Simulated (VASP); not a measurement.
# ZnSn2N2 (Cmmm) in VASP: a series of runs, part 2 of 2

VASP 6.6.1. The steps go on from the part before.

### Step 4. Single point, PBE

This run uses another cell than the first one, of 25.57 Å³/atom.

Input file INCAR:

```
SYSTEM = ZnSn2N2
ALGO = Normal ; EDIFF = 1E-7
ENCUT = 520 ; GGA = PE
ISIF = 2 ; ISMEAR = 0
LASPH = .TRUE. ; LCHARG = .TRUE.
LELF = .TRUE. ; LREAL = .FALSE.
LVHAR = .TRUE. ; LWAVE = .FALSE.
NBANDS = 33 ; NELM = 80
PREC = Accurate ; SIGMA = 0.1
```

Input file KPOINTS:

```
k-points
0
G
  6 6 2
  0 0 0
```

Input file POSCAR:

```
ZnSn2N2
1.0
    3.1617191912     -3.3495556443      0.0000000000
    3.1617191912      3.3495556443      0.0000000000
    0.0000000000      0.0000000000      6.0352674149
Zn Sn N
1 2 2
Direct
    0.5000000000      0.5000000000      0.0000000000
    0.0000000000      0.0000000000      0.5000000000
    0.5000000000      0.5000000000      0.5000000000
    0.9167093871      0.0832906129      0.0000000000
    0.0832906129      0.9167093871      0.0000000000
```

Potentials or basis: VASP PAW PBE potentials, release 64 (Zn, Sn_d, N).

The run is started by

```bash
> cat potpaw_PBE.64/Zn/POTCAR potpaw_PBE.64/Sn_d/POTCAR potpaw_PBE.64/N/POTCAR > POTCAR
> mpirun -np 1 vasp_std > vasp.out
```

OUTCAR:

```text
SYSTEM = ZnSn2N2
   EDIFF = 1E-7
   ENCUT = 520
   GGA = PE
   ISIF = 2
   ISMEAR = 0
   LASPH = .TRUE.
   LREAL = .FALSE.
   NELM = 80
   PREC = Accurate

 ion  position               nearest neighbor table
   1  0.500  0.500  0.000-   3 3.02   3 3.02
   2  0.000  0.000  0.500-   3 3.16   3 3.16   3 3.35   3 3.35
   3  0.500  0.500  0.500-   1 3.02   1 3.02   2 3.16   2 3.16   2 3.35   2 3.35
   4  0.917  0.083  0.000-   5 1.12
   5  0.083  0.917  0.000-   4 1.12

  LATTYP: Found a base centered orthorhombic cell.
 ALAT       =     6.3234383824
 B/A-ratio  =     1.0594095939
 C/A-ratio  =     0.9544281212

  Lattice vectors:

 A1 = (   3.1617191912,  -3.3495556443,   0.0000000000)
 A2 = (   3.1617191912,   3.3495556443,   0.0000000000)
 A3 = (   0.0000000000,   0.0000000000,   6.0352674149)

Analysis of symmetry for initial positions (statically):
=====================================================================
 Subroutine PRICEL returns:
 Original cell was already a primitive cell.

 Routine SETGRP: Setting up the symmetry group for a
 base centered orthorhombic supercell.

[... 174 lines left out ...]

 val. band max:        3.2644017234   @ k =   0.3333   0.0000   0.0000
 cond. band min:       3.3384126175   @ k =   0.5000   0.0000   0.5000
 fundamental gap:      0.0740108941
 Fermi energy:         3.3128324641

 k-point     1 :       0.0000    0.0000    0.0000
  band No.  band energies     occupation
      1     -21.4791      2.00000
      2     -18.7557      2.00000
      3     -18.6710      2.00000
      4     -18.6656      2.00000
      5     -18.4700      2.00000
      6     -18.4416      2.00000
[... 853 lines left out ...]
     32       8.3587      0.00000
     33       9.2111      0.00000

 [... further k-points ...]

------------------------ aborting loop because EDIFF is reached ----------------------------------------

  FORCE on cell =-STRESS in cart. coord.  units (eV):
  Direction    XX          YY          ZZ          XY          YZ          ZX
  --------------------------------------------------------------------------------------
  -------------------------------------------------------------------------------------
  Total       -0.0304320      1.5580972     -0.0482492      0.0000000      0.0000000      0.0000000
  in kB       -0.3814201     19.5284663     -0.6047331      0.0000000      0.0000000      0.0000000
  external PRESSURE =       6.1807710 kB  Pullay stress =       0.0000000 kB

 VOLUME and BASIS-vectors are now :
 -----------------------------------------------------------------------------
  energy-cutoff  :      520.00
  volume of cell :      127.83
      direct lattice vectors                 reciprocal lattice vectors
     3.161719191 -3.349555644  0.000000000     0.158141811 -0.149273532  0.000000000
     3.161719191  3.349555644  0.000000000     0.158141811  0.149273532  0.000000000
     0.000000000  0.000000000  6.035267415     0.000000000  0.000000000  0.165692741

 POSITION                                       TOTAL-FORCE (eV/Angst)
 -----------------------------------------------------------------------------------
      3.16172      0.00000      0.00000         0.000000     -0.000000      0.000000
      0.00000      0.00000      3.01763         0.000000     -0.000000      0.000000
      3.16172      0.00000      3.01763        -0.000000      0.000000      0.000000
      3.16172     -2.79158      0.00000         0.000000      1.454222      0.000000
      3.16172      2.79158      0.00000         0.000000     -1.454222      0.000000
 -----------------------------------------------------------------------------------
    total drift:                                0.000000      0.000000      0.000000

  FREE ENERGIE OF THE ION-ELECTRON SYSTEM (eV)
  ---------------------------------------------------
  free  energy   TOTEN  =       -22.9926792098 eV

  energy  without entropy=      -22.9858497829  energy(sigma->0) =      -22.98926450
```

OSZICAR:

```text
N       E                     dE             d eps       ncg     rms          rms(c)
DAV:   1     0.446147716779E+03    0.44615E+03   -0.23909E+04  1716   0.196E+03
DAV:   2     0.423207859740E+02   -0.40383E+03   -0.39011E+03  1724   0.492E+02
DAV:   3    -0.208257385762E+02   -0.63147E+02   -0.61927E+02  2175   0.176E+02
DAV:   4    -0.239226696348E+02   -0.30969E+01   -0.30683E+01  1818   0.416E+01
DAV:   5    -0.240030387826E+02   -0.80369E-01   -0.80235E-01  2257   0.697E+00    0.818E+00
DAV:   6    -0.231790955757E+02    0.82394E+00   -0.14206E+00  2166   0.159E+01    0.477E+00
DAV:   7    -0.230065142894E+02    0.17258E+00   -0.53863E-01  1871   0.428E+00    0.184E+00
DAV:   8    -0.229915813614E+02    0.14933E-01   -0.71086E-02  2009   0.193E+00    0.362E-01
DAV:   9    -0.229923859552E+02   -0.80459E-03   -0.90490E-03  2079   0.722E-01    0.113E-01
DAV:  10    -0.229926078951E+02   -0.22194E-03   -0.10187E-03  1992   0.343E-01    0.433E-02
DAV:  11    -0.229926676836E+02   -0.59789E-04   -0.23492E-04  1907   0.147E-01    0.156E-02
DAV:  12    -0.229926757451E+02   -0.80615E-05   -0.28181E-05  2122   0.407E-02    0.744E-03
DAV:  13    -0.229926791998E+02   -0.34546E-05   -0.11176E-05  1806   0.303E-02    0.232E-03
DAV:  14    -0.229926792098E+02   -0.10043E-07   -0.69630E-07  2142   0.824E-03
   1 F= -.22992679E+02 E0= -.22989264E+02  d E =-.682943E-02
```

It took 2.3 min on 1 thread of Intel Xeon 8259CL, shared host; peak memory 0.3 GiB.

What came out:

- Free energy: -22.9927 eV
- Pressure: 0.6 GPa
- Largest force: 1.454 eV/Å
- Band gap on the k mesh: zero (bands 25 and 26 overlap by 1.39 eV)

Forces in eV/Å, atoms in the order of the input:
```
Zn   0.000  0.000  0.000
Sn   0.000  0.000  0.000
Sn   0.000  0.000  0.000
N    0.000  1.454  0.000
N    0.000 -1.454  0.000
```

Stress tensor (GPa, compression positive):
```
-0.04  0.00  0.00
 0.00  1.95  0.00
 0.00  0.00 -0.06
```

Caveat: the k points lie up to 0.52 Å⁻¹ apart, too coarse for converged energies and pressures of a metal; the standard files for N, O and F lose accuracy on very short bonds; spin-orbit coupling is left out, which moves the levels of the heavy elements; forces of over 1 eV/Å act on the atoms, so gaps and moduli don't describe the material at rest.

### Step 5. Relaxation of cell and atoms, PBE

Input file INCAR:

```
PREC = Accurate
ENCUT = 600
EDIFF = 1E-6
ISMEAR = 0
SIGMA = 0.1
LREAL = False
LASPH = True
NELM = 100
ALGO = Normal
ISIF = 3
LWAVE = False
LCHARG = False
GGA = PE
IBRION = 2
NSW = 90
EDIFFG = -0.04
```

Input file KPOINTS:

```
Automatic mesh
0
Gamma
  6 6 2
```

Input file POSCAR:

```
ZnSn2N2
1.0
    2.3532230300     -2.4090329600      0.0000000000
    2.3532230300      2.4090329600      0.0000000000
    0.0000000000      0.0000000000      7.7452531100
Zn Sn N
1 2 2
Direct
    0.5000000000      0.5000000000      0.0000000000
    0.0000000000      0.0000000000      0.5000000000
    0.5000000000      0.5000000000      0.5000000000
    0.8479291700      0.1520708300      0.0000000000
    0.1520708300      0.8479291700      0.0000000000
```

The run is started by

```bash
> cat potpaw_PBE.64/Zn/POTCAR potpaw_PBE.64/Sn_d/POTCAR potpaw_PBE.64/N/POTCAR > POTCAR
> mpirun -np 1 vasp_std > vasp.out
```

Run time: 49 min. Hardware: 1 thread of Intel Xeon 8259CL, shared host; peak memory 0.29 GiB.

The run converged. Its results:

* Free energy: -22.7002 eV
* Relaxed volume: 23.53 Å³/atom
* Relaxed cell: a = 4.442 Å, b = 4.442 Å, c = 5.970 Å, α = 90.00°, β = 90.00°, γ = 92.38°
* Space group after relaxing (to 0.1 Å): Cmmm (No. 65)
* Pressure after relaxing: 0.0 GPa
* Largest force after relaxing: 0.019 eV/Å
* Band gap on the k mesh: zero (bands 25 and 26 overlap by 1.15 eV)

Forces on the atoms (eV/Å):
```
Zn   0.000  0.000  0.000
Sn   0.000  0.000  0.000
Sn   0.000  0.000  0.000
N    0.000  0.019  0.000
N    0.000 -0.019  0.000
```

Stress tensor (GPa, compression positive):
```
-0.05  0.00  0.00
 0.00 -0.08  0.00
 0.00  0.00  0.04
```

Final structure:
```yaml
crystal:
  lattice:
    - [3.07495, -3.20528, 0.00000]
    - [3.07495, 3.20528, 0.00000]
    - [0.00000, 0.00000, 5.96967]
  atoms:
    - { symbol: Zn, position: [0.50000, 0.50000, 0.00000] }
    - { symbol: Sn, position: [0.00000, 0.00000, 0.50000] }
    - { symbol: Sn, position: [0.50000, 0.50000, 0.50000] }
    - { symbol: N, position: [0.91145, 0.08855, 0.00000] }
    - { symbol: N, position: [0.08855, 0.91145, 0.00000] }
```

Levels at points of the mesh, in eV from the Fermi level:
| k point | band 21 | band 22 | band 23 | band 24 | band 25 | band 26 | band 27 | band 28 | band 29 | band 30 |
| --- | --- | --- | --- | --- | --- | --- | --- | --- | --- | --- |
| (0.00, 0.00, 0.00) | -6.01 | -3.58 | -1.74 | -1.33 | -0.80 | -0.21 | 0.33 | 0.78 | 2.86 | 4.23 |
| (0.50, 0.00, 0.00) | -6.23 | -5.99 | -1.33 | -0.88 | 0.47 | 1.04 | 1.07 | 1.11 | 1.18 | 2.09 |
| (0.50, 0.50, 0.00) | -6.12 | -5.33 | -3.28 | -3.21 | -0.65 | -0.50 | 0.28 | 1.47 | 1.75 | 3.84 |
| (0.00, 0.00, 0.50) | -6.25 | -3.20 | -2.58 | -1.32 | -1.15 | 0.38 | 0.53 | 1.39 | 3.95 | 4.40 |
| (0.50, 0.00, 0.50) | -6.26 | -6.22 | -2.67 | -0.08 | 0.04 | 0.87 | 1.28 | 1.66 | 2.02 | 2.12 |
| (0.50, 0.50, 0.50) | -5.96 | -5.61 | -3.39 | -3.31 | -2.68 | 0.86 | 1.02 | 1.47 | 2.51 | 3.09 |

Caveat: the k points lie up to 0.53 Å⁻¹ apart in the final cell, too coarse for converged energies and pressures of a metal; the volume moved by over 15 % at a fixed basis, so the end points are rough; spin-orbit coupling is left out, which moves the levels of the heavy elements.

### Step 6. The runs side by side

| task | cell | k mesh | cutoff (eV) | gap on the mesh (eV) | pressure (GPa) | largest force (eV/Å) |
| --- | --- | --- | --- | --- | --- | --- |
| single point | a = 3.368, b = 3.368, c = 7.745 Å, angles 90.0, 90.0, 91.3°, 5 atoms, atomic positions A | 6 × 6 × 2 | 520 | none | 43.3 | 10.66 |
| single point | a = 4.718, b = 4.718, c = 5.615 Å, angles 90.0, 90.0, 95.1°, 5 atoms, atomic positions B | 4 × 4 × 4 | 520 | none | 0.5 | 1.17 |
| single point | a = 4.606, b = 4.606, c = 6.035 Å, angles 90.0, 90.0, 93.3°, 5 atoms, atomic positions C | 6 × 6 × 2 | 520 | none | 0.6 | 1.45 |
| relaxation of cell and atoms | relaxed from a = 3.368, b = 3.368, c = 7.745 Å, angles 90.0, 90.0, 91.3°, 5 atoms, atomic positions A | 6 × 6 × 2 | 600 | none | 0.0 | 0.02 |

Alike in all rows: level PBE; potentials or basis VASP PAW PBE potentials, release 64 (Zn, Sn_d, N); no spin polarisation; smearing gaussian 0.1 eV.

Caveats: some runs use coarse meshes; spin-orbit coupling is left out, which moves the levels of the heavy elements; forces of over 1 eV/Å act on the atoms, so gaps and moduli don't describe the material at rest (at least some runs); the standard files for N, O and F lose accuracy on very short bonds (at least some runs); the volume moved by over 15 % at a fixed basis, so the end points are rough (at least some runs).

Total energies depend on the potentials used, so only differences within one code and one set of settings carry meaning.

The gap in the log of VASP goes by the Fermi energy; the results here count the filled bands.